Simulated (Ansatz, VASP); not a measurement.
**One calculation of MgSe, two programs**

```xyz
2
Lattice="0.0000 2.7249 2.7249 2.7249 0.0000 2.7249 2.7249 2.7249 0.0000" Properties=species:S:1:pos:R:3 pbc="T T T"
Mg    0.0000    0.0000    0.0000
Se    2.7249    2.7249    2.7249
```

Alike in both runs: functional PBEsol; k mesh 8 × 8 × 8; no spin polarisation.

Ansatz relaxed the structure, and its values are those at the end. VASP's run is a single point on that final structure, the one shown.

|  | VASP | Ansatz |
| --- | --- | --- |
| version | VASP 6.6.1 | Ansatz 0.2.0 |
| potentials or method | VASP PAW PBE potentials, release 64 (Mg, Se), cutoff 600 eV | scalar-relativistic, plane waves, PAW |
| occupations | gaussian, width 0.01 eV | fixed |
| valence electrons in the cell | 8 | 26 |

Ansatz gave:

| Quantity | Value |
| --- | --- |
| gap on the k mesh at the Fermi level (eV) | 1.78 |
| least direct gap on the mesh (eV) | 2.50 |
| pressure (GPa) | 0.0 |

Q: What did VASP give for the same quantities?

A: gap on the k mesh at the Fermi level (eV): 1.76; least direct gap on the mesh (eV): 2.50; pressure (GPa): -0.1.

VASP's potentials were made for PBE, not for PBEsol. VASP's potentials hold 8 valence electrons a cell and Ansatz's 26, so a difference there can come from the potentials and not from the codes.
